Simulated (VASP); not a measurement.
# LiB2H4 (I4/mmm) in VASP: a series of runs, part 2 of 2

VASP 6.6.1. Earlier steps stand in the parts before.

## (3) Single point, PBE

This run uses another cell than the first one, of 14.66 Å³/atom, 2.096 times its volume.

Contents of INCAR:

```
  PREC = Accurate
  ENCUT = 520
  EDIFF = 1E-6
  ISMEAR = 0
  SIGMA = 0.1
  LREAL = False
  LASPH = True
  NELM = 60
  ALGO = Normal
  ISIF = 2
  LWAVE = False
  LCHARG = False
  GGA = PE
  NBANDS = 16
```

Contents of KPOINTS:

```
Automatic mesh
0
Gamma
  6 6 6
```

Contents of POSCAR:

```
LiB2H4
1.0
   -2.0857039800      2.0857039800      5.8992617100
    2.0857039800     -2.0857039800      5.8992617100
    2.0857039800      2.0857039800     -5.8992617100
Li B H
1 2 4
Direct
    0.0000000000      0.0000000000      0.0000000000
    0.2500000000      0.2500000000      0.0000000000
    0.7500000000      0.7500000000      0.0000000000
    0.6250000000      0.1250000000      0.5000000000
    0.8750000000      0.3750000000      0.5000000000
    0.1250000000      0.6250000000      0.5000000000
    0.3750000000      0.8750000000      0.5000000000
```

Potentials or basis: VASP PAW PBE potentials, release 64 (Li_sv, B, H).

Command:

```console
$ cat potpaw_PBE.64/Li_sv/POTCAR potpaw_PBE.64/B/POTCAR potpaw_PBE.64/H/POTCAR > POTCAR
$ mpirun -np 1 vasp_std > vasp.out
```

OUTCAR:

```text
PREC = Accurate
   ENCUT = 520
   EDIFF = 1E-6
   ISMEAR = 0
   LREAL = False
   LASPH = True
   NELM = 60
   ISIF = 2
   GGA = PE

 ion  position               nearest neighbor table
   1  0.000  0.000  0.000-
   2  0.250  0.250  0.000-
   3  0.750  0.750  0.000-
   4  0.625  0.125  0.500-
   5  0.875  0.375  0.500-
   6  0.125  0.625  0.500-
   7  0.375  0.875  0.500-

  LATTYP: Found a body centered tetragonal cell.
 ALAT       =     4.1714079600
 C/A-ratio  =     2.8284271242

  Lattice vectors:

 A1 = (  -2.0857039800,   2.0857039800,   5.8992617100)
 A2 = (   2.0857039800,  -2.0857039800,   5.8992617100)
 A3 = (   2.0857039800,   2.0857039800,  -5.8992617100)

Analysis of symmetry for initial positions (statically):
=====================================================================
 Subroutine PRICEL returns:
 Original cell was already a primitive cell.

 Routine SETGRP: Setting up the symmetry group for a
 body centered tetragonal supercell.

 Subroutine GETGRP returns: Found 16 space group operations
 (whereof 16 operations were pure point group operations)
 out of a pool of 16 trial point group operations.

The static configuration has the point symmetry D_4h.

Analysis of symmetry for dynamics (positions and initial velocities):
=====================================================================
 Subroutine PRICEL returns:
 Original cell was already a primitive cell.

 Routine SETGRP: Setting up the symmetry group for a
 body centered tetragonal supercell.

 Subroutine GETGRP returns: Found 16 space group operations
 (whereof 16 operations were pure point group operations)
 out of a pool of 16 trial point group operations.

The dynamic configuration has the point symmetry D_4h.

 Subroutine INISYM returns: Found 16 space group operations
 (whereof 16 operations are pure point group operations),
 and found     1 'primitive' translations

----------------------------------------------------------------------------------------

                                     Primitive cell

  volume of cell :     102.6510

  direct lattice vectors                    reciprocal lattice vectors
    -2.085703980  2.085703980  5.899261710     0.000000000  0.239727212  0.084756369
     2.085703980 -2.085703980  5.899261710     0.239727212  0.000000000  0.084756369
     2.085703980  2.085703980 -5.899261710     0.239727212  0.239727212  0.000000000

  length of vectors
     6.595575101  6.595575101  6.595575101     0.254269106  0.254269106  0.339025474

  position of ions in fractional coordinates (direct lattice)
     0.000000000  0.000000000  0.000000000
     0.250000000  0.250000000  0.000000000
     0.750000000  0.750000000  0.000000000
     0.625000000  0.125000000  0.500000000
     0.875000000  0.375000000  0.500000000
     0.125000000  0.625000000  0.500000000
     0.375000000  0.875000000  0.500000000

  ion indices of the primitive-cell ions
   primitive index   ion index
                 1           1
[... 26 lines left out ...]
     0.000000000  0.000000000  0.000000000

 Subroutine IBZKPT returns following result:
 ===========================================

 Found     30 irreducible k-points:

 Following reciprocal coordinates:
            Coordinates               Weight
  0.000000  0.000000  0.000000      1.000000
  0.166667  0.000000  0.000000      8.000000
  0.333333  0.000000  0.000000      8.000000
  0.500000 -0.000000  0.000000      4.000000
  0.166667  0.166667  0.000000      8.000000
  0.333333  0.166667  0.000000     16.000000
[... 16 lines left out ...]
 -0.333333 -0.333333  0.166667      8.000000
 -0.166667 -0.333333  0.166667      8.000000
 [... further k-points ...]
   k-points           NKPTS =     30   k-points in BZ     NKDIM =     30   number of bands    NBANDS=     16
   number of dos      NEDOS =    301   number of ions     NIONS =      7
   total plane-waves  NPLWV = 125000
   dimension x,y,z NGX =    50 NGY =   50 NGZ =   50
   dimension x,y,z NGXF=   100 NGYF=  100 NGZF=  100
   ions per type =               1   2   4
   NGX,Y,Z   is equivalent  to a cutoff of  12.60, 12.60, 12.60 a.u.
   NGXF,Y,Z  is equivalent  to a cutoff of  25.21, 25.21, 25.21 a.u.
 SYSTEM =  unknown system
   PREC   = accura    normal or accurate (medium, high low for compatibility)
   ISTART =      0    job   : 0-new  1-cont  2-samecut
   ICHARG =      2    charge: 1-file 2-atom 10-const
   ISPIN  =      1    spin polarized calculation?
   LNONCOLLINEAR =      F non collinear calculations
   LSORBIT =      F    spin-orbit coupling
   LASPH  =      T    aspherical Exc in radial PAW
   ENCUT  =  520.0 eV  38.22 Ry    6.18 a.u.  12.26 12.26 12.26*2*pi/ulx,y,z
   NELM   =     60;   NELMIN=  2; NELMDL= -5     # of ELM steps
   EDIFF  = 0.1E-05   stopping-criterion for ELM
   LREAL  =      F    real-space projection
   EDIFFG = 0.1E-04   stopping-criterion for IOM
   NSW    =      0    number of steps for IOM
   IBRION =     -1    ionic relax: 0-MD 1-quasi-New 2-CG
   NFREE  =      0    steps in history (QN), initial steepest desc. (CG)
   ISIF   =      2    stress and relaxation
   ISYM   =      2    0-nonsym 1-usesym 2-fastsym
   POTIM  = 0.5000    time-step for ionic-motion
   TEBEG  =    0.0;   TEEND  =   0.0 temperature during run
   PSTRESS=    0.0 pullay stress
   NELECT =      13.0000    total number of electrons
   NUPDOWN=      -1.0000    fix difference up-down
   EMIN   =  10.00;   EMAX   =-10.00  energy-range for DOS
   EFERMI =   0.00;   METHOD = LEGACY
   ISMEAR =     0;   SIGMA  =   0.10  broadening in eV -4-tet -1-fermi 0-gaus
   EFERMI_NEDOS =   21; number of points for ismear=-14 and -15
   IALGO  =     38    algorithm
   IMIX   =      4    mixing-type and parameters
     AMIX     =   0.40;   BMIX     =  1.00
     AMIX_MAG =   1.60;   BMIX_MAG =  1.00
  volume/ion in A,a.u.               =      14.66        98.96
  Fermi-wavevector in a.u.,A,eV,Ry     =   0.822120  1.553581  9.195912  0.675880
  Thomas-Fermi vector in A             =   1.933398
   LORBIT       =      0    0 simple, 1 ext, 2 COOP (PROOUT), +10 PAW based schemes
   GGA     = PE    functional components
   LHFCALC =     F    Hartree Fock is set to
   AEXX    =    0.0000 exact exchange contribution
   IVDW    =     0    specifies the selected vdW correction
   LEPSILON=     F    determine dielectric tensor
   LRPA    =     F    only Hartree local field effects (RPA)
 non-spin polarized calculation
 Gauss-broadening in eV      SIGMA  =   0.10
  energy-cutoff  :      520.00
  volume of cell :      102.65
 maximum number of plane-waves:      2797
 NGX is ok and might be reduce to    50
   NGX = 25   NGY = 25   NGZ = 25

 number of electron      12.9999998 magnetization

 Free energy of the ion-electron system (eV)
  ---------------------------------------------------
  ext. energy  EPLUGINS =         0.00000000
  ---------------------------------------------------
  free energy    TOTEN  =       -15.58711371 eV

  energy without entropy =      -15.57663158  energy(sigma->0) =      -15.58187265

 E-fermi :  -1.7055     XC(G=0):  -7.2676

 val. band max:       -1.7393662050   @ k =  -0.3333   0.5000   0.1667
 cond. band min:      -1.6873092388   @ k =  -0.1667  -0.1667   0.1667
 fundamental gap:      0.0520569662
 Fermi energy:        -1.7055334645

 k-point     1 :       0.0000    0.0000    0.0000
  band No.  band energies     occupation
      1     -47.8433      2.00000
      2      -9.0875      2.00000
      3      -4.8822      2.00000
      4      -3.9447      2.00000
      5      -2.4681      2.00000
      6      -1.5050      0.00456
[... 433 lines left out ...]
      3      -5.1018      2.00000
      4      -4.6217      2.00000
      5      -2.4443      2.00000
      6      -1.6477      0.41365
[... 8 lines left out ...]
     15       5.3891      0.00000
     16       5.6298      0.00000

 [... further k-points ...]
[... 5 lines left out ...]
  --------------------------------------------------------------------------------------
  -------------------------------------------------------------------------------------
  Total       -7.5283039     -7.5283039     -7.2851372      0.0000000     -0.0000000      0.0000000
  in kB     -117.5018563   -117.5018563   -113.7065084      0.0000000     -0.0000000      0.0000000
  external PRESSURE =    -116.2367403 kB  Pullay stress =       0.0000000 kB

 VOLUME and BASIS-vectors are now :
 -----------------------------------------------------------------------------
  energy-cutoff  :      520.00
  volume of cell :      102.65
      direct lattice vectors                 reciprocal lattice vectors
    -2.085703980  2.085703980  5.899261710     0.000000000  0.239727212  0.084756369
     2.085703980 -2.085703980  5.899261710     0.239727212  0.000000000  0.084756369
     2.085703980  2.085703980 -5.899261710     0.239727212  0.239727212  0.000000000

 POSITION                                       TOTAL-FORCE (eV/Angst)
 -----------------------------------------------------------------------------------
      0.00000      0.00000      0.00000        -0.000000     -0.000000      0.000000
      0.00000      0.00000      2.94963        -0.000000     -0.000000      0.083155
      0.00000      0.00000      8.84889        -0.000000     -0.000000     -0.083155
      0.00000      2.08570      1.47482        -0.000000      0.000000      0.527511
      0.00000      2.08570      4.42445        -0.000000      0.000000     -0.527511
      2.08570      0.00000      1.47482         0.000000     -0.000000      0.527511
      2.08570      0.00000      4.42445         0.000000     -0.000000     -0.527511
 -----------------------------------------------------------------------------------
    total drift:                                0.000000     -0.000000     -0.000000

  FREE ENERGIE OF THE ION-ELECTRON SYSTEM (eV)
  ---------------------------------------------------
  free  energy   TOTEN  =       -15.5871137114 eV

  energy  without entropy=      -15.5766315844  energy(sigma->0) =      -15.58187265
```

It took 75 s on 1 thread of Intel Xeon Platinum 8488C (Sapphire Rapids), shared host; peak memory 0.34 GiB.

What came out:

| Quantity | Value |
| --- | --- |
| Free energy | -15.5871 eV |
| Largest force | 0.528 eV/Å |

Forces on the atoms (eV/Å):
```
Li   0.000  0.000  0.000
B    0.000  0.000  0.083
B    0.000  0.000 -0.083
H    0.000  0.000  0.528
H    0.000  0.000 -0.528
H    0.000  0.000  0.528
H    0.000  0.000 -0.528
```

Caveat: the cutoff is under 1.25 times the usual one of these potentials, so pressure, stress and relaxed cells hold a basis-set (Pulay) error.

## (4) Relaxation of cell and atoms, PBE

This run uses another cell than the first one, of 14.66 Å³/atom, 2.096 times its volume.

Contents of INCAR:

```
SYSTEM = LiB2H4
  ALGO = Normal
  EDIFF = 1E-6
  EDIFFG = -0.04
  ENCUT = 600
  GGA = PE
  IBRION = 2
  ISIF = 3
  ISMEAR = 0
  LASPH = .True.
  LCHARG = .False.
  LREAL = .False.
  LWAVE = .False.
  NELM = 100
  NSW = 90
  PREC = Accurate
  SIGMA = 0.1
```

Contents of KPOINTS:

```
k-points
0
Gamma
  6 6 6
  0 0 0
```

POSCAR is that of step 3.

Command:

```console
$ cat potpaw_PBE.64/Li_sv/POTCAR potpaw_PBE.64/B/POTCAR potpaw_PBE.64/H/POTCAR > POTCAR
$ mpirun -np 1 vasp_std > vasp.out
```

Run time: 29 min. Hardware: 1 thread of Intel Xeon Platinum 8488C (Sapphire Rapids), shared host; peak memory 0.42 GiB.

It converged, with:

| Item | Value |
| --- | --- |
| Free energy | -26.1039 eV |
| Relaxed volume | 6.18 Å³/atom |
| Relaxed cell | a = 5.636 Å, b = 5.636 Å, c = 5.636 Å, α = 150.53°, β = 150.53°, γ = 42.17° |
| Space group after relaxing (to 0.05 Å) | I4/mmm (No. 139) |
| Energy gained by relaxing | 1502.4 meV/atom |
| Ionic steps | 36 |
| Pressure after relaxing | 0.9 GPa |
| Largest force after relaxing | 0.037 eV/Å |

Forces on the atoms (eV/Å):
```
Li   0.000  0.000  0.000
B    0.000  0.000  0.037
B    0.000  0.000 -0.037
H    0.000  0.000 -0.016
H    0.000  0.000  0.016
H    0.000  0.000 -0.016
H    0.000  0.000  0.016
```

Stress tensor (GPa, compression positive):
```
0.95 0.00 0.00
0.00 0.95 0.00
0.00 0.00 0.75
```

Step by step:
```tsv
step	energy change (eV)	largest force (eV/Å)	pressure (GPa)	volume (Å³)
1	0.0000	0.5273	-11.59	102.65
2	-1.2293	0.5879	-13.65	87.68
3	-4.2100	0.7603	-17.29	59.08
4	-0.8758	3.3302	160.18	21.93
5	-5.3789	0.7744	-15.56	48.16
6	-5.8934	1.4207	17.55	33.35
7	-6.0649	0.9761	-2.01	38.63
8	-6.0790	1.0766	1.44	37.37
9	-6.4248	1.3445	4.63	36.32
10	-6.4130	1.5645	27.01	33.27
11	-6.6813	1.3515	11.80	34.97
12	-6.9078	1.1088	10.41	35.66
13	-7.4631	0.8855	8.59	37.78
14	-8.8765	2.1829	-9.73	42.23
15	125.7310	613.7725	257.96	52.03
16	-9.2487	1.4841	-12.56	42.38
17	-9.2719	1.3032	-12.99	42.54
18	-3.5056	24.5289	18.10	47.14
19	-9.3157	1.2840	-13.54	42.70
20	-9.3765	1.3774	-11.20	42.33
21	-9.4253	1.3212	-12.76	42.47
22	-9.6622	1.2155	-10.11	41.17
23	-10.1148	0.6925	0.97	37.44
24	-9.3321	0.8303	42.70	30.68
25	-10.1430	0.5263	5.95	36.19
26	-10.1457	0.4465	8.12	35.72
27	-10.2360	0.2845	6.62	36.34
28	-10.2814	0.7584	5.47	36.99
29	-10.2596	1.4242	4.56	38.29
30	-10.2873	1.0672	4.99	37.48
31	-10.3673	0.7986	3.03	38.61
32	-10.4745	0.1144	-1.07	41.77
33	-10.4791	0.1000	-1.84	42.56
34	-10.4960	0.0672	-0.86	42.58
35	-10.5116	0.0053	1.56	42.60
36	-10.5168	0.0367	0.88	43.23
```

Final structure:
```
Li B H
1.0
    -1.43355    1.43355    5.25844
     1.43355   -1.43355    5.25844
     1.43355    1.43355   -5.25844
Li B H
1 2 4
Direct
  0.00000 0.00000 0.00000
  0.41266 0.41266 0.00000
  0.58734 0.58734 0.00000
  0.63054 0.13054 0.50000
  0.86946 0.36946 0.50000
  0.13054 0.63054 0.50000
  0.36946 0.86946 0.50000
```

Levels at points of the mesh, in eV from the Fermi level:
| k point | band 4 | band 5 | band 6 | band 7 | band 8 | band 9 |
| --- | --- | --- | --- | --- | --- | --- |
| (0.00, 0.00, 0.00) | -5.14 | 0.66 | 0.67 | 0.67 | 1.26 | 3.85 |
| (0.50, 0.00, 0.00) | -7.52 | -6.96 | -2.84 | 2.20 | 4.48 | 5.08 |
| (0.50, 0.50, 0.00) | -6.59 | -5.79 | -5.31 | -2.06 | 0.30 | 4.14 |
| (0.50, 0.50, 0.50) | -3.75 | 0.27 | 0.58 | 0.58 | 1.79 | 2.75 |

Caveat: the cutoff is under 1.25 times the usual one of these potentials, so pressure, stress and relaxed cells hold a basis-set (Pulay) error; the volume moved by over 15 % at a fixed basis, so the end points are rough.

## (5) The runs side by side

| task | cell | cutoff (eV) | gap on the mesh (eV) | largest force (eV/Å) |
| --- | --- | --- | --- | --- |
| single point | a = 6.252 Å, angles 153.4, 153.4, 38.0°, 7 atoms | 520 | none | 0.01 |
| single point | a = 6.596 Å, angles 143.1, 143.1, 53.1°, 7 atoms | 520 | none | 0.53 |
| relaxation of cell and atoms | relaxed from a = 6.596 Å, angles 143.1, 143.1, 53.1°, 7 atoms | 600 | none | 0.04 |

Alike in all rows: level PBE; potentials or basis VASP PAW PBE potentials, release 64 (Li_sv, B, H); no spin polarisation; k mesh 6 × 6 × 6; smearing gaussian 0.1 eV.

Caveats: some runs use coarse meshes; the cutoff is under 1.25 times the usual one of these potentials, so pressure, stress and relaxed cells hold a basis-set (Pulay) error; the volume moved by over 15 % at a fixed basis, so the end points are rough (some runs).

Total energies depend on the potentials used, so only differences within one code and one set of settings carry meaning.
